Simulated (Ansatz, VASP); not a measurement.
Au: VASP beside Ansatz

The input INCAR:

```
ALGO = Normal ; EDIFF = 1E-6
ENCUT = 520 ; GGA = PE
ISIF = 2 ; ISMEAR = 0
LASPH = True ; LCHARG = False
LREAL = False ; LWAVE = False
NBANDS = 12 ; NELM = 100
PREC = Accurate ; SIGMA = 0.15
```

File KPOINTS:

```
k-points
0
Gamma
  20 20 20
```

The input POSCAR:

```
Au
1.0
    0.0000000000      2.0455000000      2.0761825000
    2.0455000000      0.0000000000      2.0761825000
    2.0455000000      2.0455000000      0.0000000000
Au
1
Direct
    0.0000000000      0.0000000000      0.0000000000
```

Input for Ansatz:

```yaml
crystal:
  lattice:
    - [0.0, 2.0455, 2.0761825]
    - [2.0455, 0.0, 2.0761825]
    - [2.0455, 2.0455, 0.0]
  atoms:
    - { symbol: Au, position: [0.0, 0.0, 0.0] }
basis:
  ecutwfc: 420
kpoints:
  mp_grid: { grid: [20, 20, 20] }
hamiltonian:
  xc: pbe
scf:
  occupations: { method: gaussian, width: 0.15 }
output:
  forces: true
  stress: true
  eigenvalues: true
```

Change from the starting cell: strain +0.000 along x and y, +0.015 along z, atoms carried along.

Alike in both runs: task single point; functional PBE; k mesh 20 × 20 × 20; occupations gaussian, width 0.15 eV; no spin polarisation.

|  | VASP | Ansatz |
| --- | --- | --- |
| version | VASP 6.6.1 | Ansatz 0.2.0 |
| potentials or method | VASP PAW PBE potentials, release 64 (Au), cutoff 520 eV | scalar-relativistic, plane waves, PAW |
| valence electrons in the cell | 11 | 19 |

```csv
,VASP,Ansatz,Ansatz less VASP
gap on the k mesh at the Fermi level (eV),none,none,-
pressure (GPa),5.0,5.3,+0.28
"traceless stress, the component that is largest in VASP (GPa)",-0.34,-0.34,-0.001
```

A gap of «none» marks a metal or a gap that the smearing closes. VASP's potentials hold 11 valence electrons a cell and Ansatz's 19, so a difference there can come from the potentials and not from the codes.

Spin-orbit coupling is off throughout.
